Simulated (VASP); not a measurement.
Set up this calculation in VASP 6.6.1, as the native input.

```
Task                   : single point
Functional             : r2SCAN
Potentials or basis    : VASP PAW PBE potentials, release 64 (K_sv, Br)
Cutoff                 : 520 eV
k mesh                 : 6 × 6 × 6
Occupations            : gaussian, width 0.05 eV
Spin                   : no spin polarisation
Dipole correction      : no
Further INCAR settings : ALGO = Normal; EDIFF = 1e-06; NBANDS = 15
```

KBr:

```
K Br
1.0
     0.00000    3.12787    3.21019
     3.12787    0.00000    3.21019
     3.12787    3.12787    0.00000
K Br
1 1
Direct
  0.00000 0.00000 0.00000
  0.50000 0.50000 0.50000
```

This cell differs from its parent crystal: strain -0.050 along x and y, -0.025 along z.

One way to write it, as run:

POSCAR

```
KBr
1.0
    0.0000000000      3.1278750000      3.2101875000
    3.1278750000      0.0000000000      3.2101875000
    3.1278750000      3.1278750000      0.0000000000
K Br
1 1
Direct
    0.0000000000      0.0000000000      0.0000000000
    0.5000000000      0.5000000000      0.5000000000
```

INCAR.step1

```
SYSTEM = KBr
PREC = Accurate
ENCUT = 520
ISMEAR = 0
SIGMA = 0.05
LREAL = .FALSE.
LASPH = .TRUE.
NELM = 80
NBANDS = 15
GGA = PE
ALGO = Normal
EDIFF = 1E-4
LWAVE = .TRUE.
LCHARG = .FALSE.
```

INCAR.step2

```
SYSTEM = KBr
PREC = Accurate
ENCUT = 520
EDIFF = 1E-6
ISMEAR = 0
SIGMA = 0.05
LREAL = .FALSE.
LASPH = .TRUE.
NELM = 80
ALGO = Normal
ISIF = 2
LWAVE = .FALSE.
LCHARG = .TRUE.
METAGGA = R2SCAN
LMIXTAU = .TRUE.
LELF = .TRUE.
LVHAR = .TRUE.
NBANDS = 15
ISTART = 1
```

KPOINTS

```
Automatic mesh
0
G
  6 6 6
  0 0 0
```

Potentials or basis: VASP PAW PBE potentials, release 64 (K_sv, Br).

Command:

```console
$ cat potpaw_PBE.64/K_sv/POTCAR potpaw_PBE.64/Br/POTCAR > POTCAR
$ cp INCAR.step1 INCAR
$ mpirun -np 1 vasp_std > vasp.out
$ cp INCAR.step2 INCAR
$ mpirun -np 1 vasp_std > vasp.out
```

It gave:

```yaml
Pressure: 3.2 GPa
Band_gap_on_the_k_mesh: 5.49 eV, direct
```

Caveat: the cell differs from its parent crystal (strain -0.050 along x and y, -0.025 along z); the PAW data sets were made with another functional, which shifts forces and pressure a little.

Wall time 51 s on 1 thread of Intel(R) Xeon(R) 6975P-C (Granite Rapids), with other jobs on the host, peak memory 0.22 GiB.
